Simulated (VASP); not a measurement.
# Al (P6_3/mmc) in VASP: further runs

Runs on Al. Level: PBEsol+D3(BJ). Tasks: relaxation of cell and atoms, single point.

All numbers are computed with VASP 6.6.1; they aren't measurements. Logs are shortened: lines on timing, memory, paths and dates and some standing lists are left out, and cuts for length are marked.

## Step 1: The cell of the first run

The structure is hexagonal, space group P6_3/mmc (No. 194). The conventional cell has a = 2.812 Å, b = 2.812 Å, c = 4.867 Å, α = 90.00°, β = 90.00°, γ = 120.00°. Within 3.7 Å of Al (site symmetry -6m2) lie 12 Al at 2.81 to 2.93 Å.

This isn't the form of Al at room conditions, which is fcc.

## Step 2: Relaxation of cell and atoms, PBEsol+D3(BJ)

Contents of INCAR:

```
PREC     = Accurate       # precision mode
ENCUT    = 600            # plane-wave cutoff, eV
EDIFF    = 1E-6           # SCF threshold, eV
ISMEAR   = 0              # smearing method
SIGMA    = 0.1            # smearing width, eV
LREAL    = F              # projectors in reciprocal space
LASPH    = T              # aspherical terms in the spheres
NELM     = 80             # most SCF steps
ALGO     = Normal         # electronic algorithm
ISIF     = 3              # what is computed and relaxed
LWAVE    = F              # write WAVECAR
LCHARG   = F              # write CHGCAR
GGA      = PS             # functional
IVDW     = 12             # dispersion correction
IBRION   = 2              # ionic algorithm
NSW      = 100            # ionic steps
EDIFFG   = -0.005         # ionic threshold
```

Contents of KPOINTS:

```
Automatic mesh
0
Gamma
  18 18 10
```

Contents of POSCAR:

```
Al
1.0
    2.8124553515      0.0000000000      0.0000000000
   -1.4062276757      2.4356577814      0.0000000000
    0.0000000000      0.0000000000      4.8668500000
Al
2
Direct
    0.6666666700      0.3333333300      0.7500000000
    0.3333333300      0.6666666700      0.2500000000
```

Potentials or basis: VASP PAW PBE potentials, release 64 (Al).

Run with:

```bash
$ cat potpaw_PBE.64/Al/POTCAR > POTCAR
$ mpirun -np 1 vasp_std > vasp.out
```

OUTCAR:

```text
PREC = Accurate
   ENCUT = 600
   EDIFF = 1E-6
   ISMEAR = 0
   LREAL = F
   LASPH = T
   NELM = 80
   ISIF = 3
   GGA = PS
   IVDW = 12
   IBRION = 2
   NSW = 100
   EDIFFG = -0.005
 IVDW          = 12

 ion  position               nearest neighbor table
   1  0.667  0.333  0.750-   2 2.93   2 2.93   2 2.93   2 2.93   2 2.93   2 2.93
   2  0.333  0.667  0.250-   1 2.93   1 2.93   1 2.93   1 2.93   1 2.93   1 2.93

  LATTYP: Found a hexagonal cell.
 ALAT       =     2.8124553515
 C/A-ratio  =     1.7304630267

  Lattice vectors:

 A1 = (   2.8124553515,   0.0000000000,   0.0000000000)
 A2 = (  -1.4062276757,   2.4356577814,   0.0000000000)
 A3 = (   0.0000000000,   0.0000000000,   4.8668500000)

Analysis of symmetry for initial positions (statically):
=====================================================================
 Subroutine PRICEL returns:
 Original cell was already a primitive cell.

 Routine SETGRP: Setting up the symmetry group for a
 hexagonal supercell.

 Subroutine GETGRP returns: Found 24 space group operations
 (whereof 12 operations were pure point group operations)
 out of a pool of 24 trial point group operations.

The static configuration has the point symmetry D_3d.
 The point group associated with its full space group is D_6h.

Analysis of symmetry for dynamics (positions and initial velocities):
=====================================================================
 Subroutine PRICEL returns:
 Original cell was already a primitive cell.

 Routine SETGRP: Setting up the symmetry group for a
 hexagonal supercell.

 Subroutine GETGRP returns: Found 24 space group operations
 (whereof 12 operations were pure point group operations)
 out of a pool of 24 trial point group operations.

The dynamic configuration has the point symmetry D_3d.
 The point group associated with its full space group is D_6h.

 Subroutine INISYM returns: Found 24 space group operations
 (whereof 12 operations are pure point group operations),
 and found     1 'primitive' translations

----------------------------------------------------------------------------------------

                                     Primitive cell

  volume of cell :      33.3388

  direct lattice vectors                    reciprocal lattice vectors
     2.812455352  0.000000000  0.000000000     0.355561200  0.205283355  0.000000000
    -1.406227676  2.435657781  0.000000000     0.000000000  0.410566709  0.000000000
     0.000000000  0.000000000  4.866850000     0.000000000  0.000000000  0.205471712

  length of vectors
     2.812455352  2.812455351  4.866850000     0.410566709  0.410566709  0.205471712

  position of ions in fractional coordinates (direct lattice)
     0.666666670  0.333333330  0.750000000
     0.333333330  0.666666670  0.250000000

  ion indices of the primitive-cell ions
   primitive index   ion index
                 1           1
                 2           2

----------------------------------------------------------------------------------------

 KPOINTS: Automatic mesh

Automatic generation of k-mesh.
 Grid dimensions read from file:
 generate k-points for:   18   18   10

 Generating k-lattice:

  Cartesian coordinates                     Fractional coordinates (reciprocal lattice)
     0.019753400  0.011404631  0.000000000     0.055555556  0.000000000  0.000000000
     0.000000000  0.022809262  0.000000000     0.000000000  0.055555556  0.000000000
     0.000000000  0.000000000  0.020547171     0.000000000  0.000000000  0.100000000

  Length of vectors
     0.022809262  0.022809262  0.020547171

  Shift w.r.t. Gamma in fractional coordinates (k-lattice)
     0.000000000  0.000000000  0.000000000

 Subroutine IBZKPT returns following result:
 ===========================================

 Found    222 irreducible k-points:

 Following reciprocal coordinates:
            Coordinates               Weight
  0.000000  0.000000  0.000000      1.000000
  0.055556  0.000000  0.000000      6.000000
  0.111111  0.000000  0.000000      6.000000
  0.166667  0.000000  0.000000      6.000000
  0.222222  0.000000  0.000000      6.000000
  0.277778  0.000000  0.000000      6.000000
[... 16 lines left out ...]
  0.333333  0.111111  0.000000     12.000000
  0.388889  0.111111  0.000000     12.000000
 [... further k-points ...]
   k-points           NKPTS =    222   k-points in BZ     NKDIM =    222   number of bands    NBANDS=      7
   number of dos      NEDOS =    301   number of ions     NIONS =      2
   total plane-waves  NPLWV =  23040
   dimension x,y,z NGX =    24 NGY =   24 NGZ =   40
   dimension x,y,z NGXF=    48 NGYF=   48 NGZF=   80
   ions per type =               2
   NGX,Y,Z   is equivalent  to a cutoff of  14.19, 14.19, 13.66 a.u.
   NGXF,Y,Z  is equivalent  to a cutoff of  28.37, 28.37, 27.33 a.u.
 SYSTEM =  unknown system
   PREC   = accura    normal or accurate (medium, high low for compatibility)
   ISTART =      0    job   : 0-new  1-cont  2-samecut
   ICHARG =      2    charge: 1-file 2-atom 10-const
   ISPIN  =      1    spin polarized calculation?
   LNONCOLLINEAR =      F non collinear calculations
   LSORBIT =      F    spin-orbit coupling
   LASPH  =      T    aspherical Exc in radial PAW
   ENCUT  =  600.0 eV  44.10 Ry    6.64 a.u.   5.62  5.62  9.72*2*pi/ulx,y,z
   NELM   =     80;   NELMIN=  2; NELMDL= -5     # of ELM steps
   EDIFF  = 0.1E-05   stopping-criterion for ELM
   LREAL  =      F    real-space projection
   EDIFFG = -.5E-02   stopping-criterion for IOM
   NSW    =    100    number of steps for IOM
   IBRION =      2    ionic relax: 0-MD 1-quasi-New 2-CG
   NFREE  =      1    steps in history (QN), initial steepest desc. (CG)
   ISIF   =      3    stress and relaxation
   ISYM   =      2    0-nonsym 1-usesym 2-fastsym
   POTIM  = 0.5000    time-step for ionic-motion
   TEBEG  =    0.0;   TEEND  =   0.0 temperature during run
   PSTRESS=    0.0 pullay stress
   NELECT =       6.0000    total number of electrons
   NUPDOWN=      -1.0000    fix difference up-down
   EMIN   =  10.00;   EMAX   =-10.00  energy-range for DOS
   EFERMI =   0.00;   METHOD = LEGACY
   ISMEAR =     0;   SIGMA  =   0.10  broadening in eV -4-tet -1-fermi 0-gaus
   EFERMI_NEDOS =   21; number of points for ismear=-14 and -15
   IALGO  =     38    algorithm
   IMIX   =      4    mixing-type and parameters
     AMIX     =   0.40;   BMIX     =  1.00
     AMIX_MAG =   1.60;   BMIX_MAG =  1.00
  volume/ion in A,a.u.               =      16.67       112.49
  Fermi-wavevector in a.u.,A,eV,Ry     =   0.924291  1.746656 11.623640  0.854313
  Thomas-Fermi vector in A             =   2.050021
   LORBIT       =      0    0 simple, 1 ext, 2 COOP (PROOUT), +10 PAW based schemes
   GGA     = PS    functional components
   LHFCALC =     F    Hartree Fock is set to
   AEXX    =    0.0000 exact exchange contribution
   IVDW    =    12    specifies the selected vdW correction
   LEPSILON=     F    determine dielectric tensor
   LRPA    =     F    only Hartree local field effects (RPA)
 conjugate gradient relaxation of ions
 non-spin polarized calculation
 Gauss-broadening in eV      SIGMA  =   0.10
  energy-cutoff  :      600.00
  volume of cell :       33.34
 maximum number of plane-waves:      1136
 NGX is ok and might be reduce to    24
   NGX = 11   NGY = 11   NGZ = 19

--------------------------------------- Ionic step        1  -------------------------------------------

 number of electron       6.0000000 magnetization

 Free energy of the ion-electron system (eV)
  ---------------------------------------------------
  ext. energy  EPLUGINS =         0.00000000
  ---------------------------------------------------
  free energy    TOTEN  =        -8.10878712 eV

  energy without entropy =       -8.10506529  energy(sigma->0) =       -8.10692621

------------------------ aborting loop because EDIFF is reached ----------------------------------------

 Edisp (eV)   -0.62827

 E8    (eV) :    -0.4231

  FORCE on cell =-STRESS in cart. coord.  units (eV):
  Direction    XX          YY          ZZ          XY          YZ          ZX
  --------------------------------------------------------------------------------------
  -------------------------------------------------------------------------------------
  Total      -0.76895    -0.76895    -1.21410    -0.00000     0.00000     0.00000
  in kB     -36.95359   -36.95359   -58.34640    -0.00000     0.00000     0.00000
  external pressure =      -44.08 kB  Pullay stress =        0.00 kB
[... 97 lines left out ...]
  FREE ENERGIE OF THE ION-ELECTRON SYSTEM (eV)
  ---------------------------------------------------
  free  energy   TOTEN  =        -8.7679083694 eV

  energy  without entropy=       -8.7646685431  energy(sigma->0) =       -8.76628846

[... ionic steps 4 to 9 ...]

--------------------------------------- Ionic step       10  -------------------------------------------

 number of electron       6.0000000 magnetization

------------------------ aborting loop because EDIFF is reached ----------------------------------------

 Edisp (eV)   -0.66993

 E8    (eV) :    -0.4512
[... 69 lines left out ...]
  energy  without entropy=       -8.7662526237  energy(sigma->0) =       -8.76873655

--------------------------------------- Ionic step       12  -------------------------------------------

 number of electron       6.0000000 magnetization

 Free energy of the ion-electron system (eV)
  ---------------------------------------------------
  ext. energy  EPLUGINS =         0.00000000
  ---------------------------------------------------
  free energy    TOTEN  =        -8.10252159 eV

  energy without entropy =       -8.09755242  energy(sigma->0) =       -8.10003701

 E-fermi :   8.4802     XC(G=0): -10.4448

 val. band max:        8.4525464448   @ k =   0.3889   0.1667   0.2000
 cond. band min:       8.4897407000   @ k =   0.3333   0.2778   0.5000
 fundamental gap:      0.0371942552
 Fermi energy:         8.4802217079

 k-point     1 :       0.0000    0.0000    0.0000
  band No.  band energies     occupation
      1      -2.9989      2.00000
      2       3.5816      2.00000
      3       3.7848      2.00000
      4      19.8154      0.00000
      5      19.8154      0.00000
      6      20.0009      0.00000
      7      20.0009      0.00000
[... 221 lines left out ...]
 k-point    24 :       0.3889    0.1111    0.0000
  band No.  band energies     occupation
      1       2.1332      2.00000
      2       4.7772      2.00000
      3       8.3999      1.74379
      4       8.8177      0.00000
      5      10.8242      0.00000
      6      11.1359      0.00000
      7      12.5703      0.00000

 [... further k-points ...]

------------------------ aborting loop because EDIFF is reached ----------------------------------------

 Edisp (eV)   -0.66871

 E8    (eV) :    -0.4504

  FORCE on cell =-STRESS in cart. coord.  units (eV):
  Direction    XX          YY          ZZ          XY          YZ          ZX
  --------------------------------------------------------------------------------------
  -------------------------------------------------------------------------------------
  Total      -0.00035    -0.00035    -0.00306    -0.00000     0.00000     0.00000
  in kB      -0.01787    -0.01787    -0.15654    -0.00000     0.00000     0.00000
  external pressure =       -0.06 kB  Pullay stress =        0.00 kB
[... 17 lines left out ...]
  FREE ENERGIE OF THE ION-ELECTRON SYSTEM (eV)
  ---------------------------------------------------
  free  energy   TOTEN  =        -8.7712290383 eV

  energy  without entropy=       -8.7662598658  energy(sigma->0) =       -8.76874445

 reached required accuracy - stopping structural energy minimisation
```

Run time: 3.4 min. Hardware: 1 thread of Intel Xeon 8259CL, shared host; peak memory 0.21 GiB.

Results:

| Property | Result |
| --- | --- |
| Free energy | -8.7712 eV |
| Relaxed volume | 15.68 Å³/atom |
| Relaxed cell | a = 2.790 Å, b = 2.790 Å, c = 4.651 Å, α = 90.00°, β = 90.00°, γ = 120.00° |
| Space group after relaxing (to 0.1 Å) | P6_3/mmc (No. 194) |
| Energy gained by relaxing | 17.1 meV/atom |
| Ionic steps | 12 |
| Pressure after relaxing | 0.0 GPa |
| Band gap on the k mesh | zero (bands 3 and 4 overlap by 7.29 eV) |
| Dispersion energy per atom | -0.334 eV |

The path:
```
step  energy change (eV)  largest force (eV/Å)  pressure (GPa)  volume (Å³)
   1              0.0000                0.0000           -4.41        33.34
   2             -0.0306                0.0000            0.72        31.17
   3             -0.0309                0.0000            0.27        31.33
   4             -0.0333                0.0000            0.17        31.32
   5             -0.0339                0.0000            0.15        31.32
   6             -0.0341                0.0000            0.18        31.30
   7             -0.0341                0.0000            0.17        31.30
   8             -0.0341                0.0000            0.15        31.31
   9             -0.0341                0.0000            0.17        31.30
  10             -0.0341                0.0000            0.16        31.31
  11             -0.0342                0.0000           -0.08        31.39
  12             -0.0342                0.0000           -0.01        31.36
```

Final structure:
```
Al
1.0
     2.79046    0.00000    0.00000
    -1.39523    2.41661    0.00000
     0.00000    0.00000    4.65088
Al
2
Cartesian
  1.3952 0.8055 3.4882
  0.0000 1.6111 1.1627
```

Caveat: the PAW data sets were made with another functional, which shifts forces and pressure a little.

[end of part 1 of 2]
